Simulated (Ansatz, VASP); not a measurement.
# Two plane-wave programs on Si

```
CELL_PARAMETERS angstrom
0.00000 2.17892 5.04322
1.35818 0.00000 5.04322
1.35818 2.17892 0.00000
ATOMIC_POSITIONS crystal
Si 0.12554 0.12554 0.87446
Si 0.87446 0.87446 0.12554
```

Alike in both runs: functional PBE; k mesh 6 × 6 × 6; occupations gaussian, width 0.1 eV; no spin polarisation.

Ansatz relaxed the structure, and its values are those at the end. VASP's run is a single point on that final structure, the one shown.

```csv
,VASP,Ansatz
version,VASP 6.6.1,Ansatz 0.2.0
potentials or method,"VASP PAW PBE potentials, release 64 (Si), cutoff 520 eV","scalar-relativistic, plane waves, PAW"
valence electrons in the cell,8,8
```

|  | VASP | Ansatz | Ansatz less VASP |
| --- | --- | --- | --- |
| gap on the k mesh at the Fermi level (eV) | none | none | - |
| pressure (GPa) | -0.1 | 0.0 | +0.04 |

A gap of «none» marks a metal or a gap that the smearing closes.

The k mesh is coarse, so the values compare programs but aren't converged.
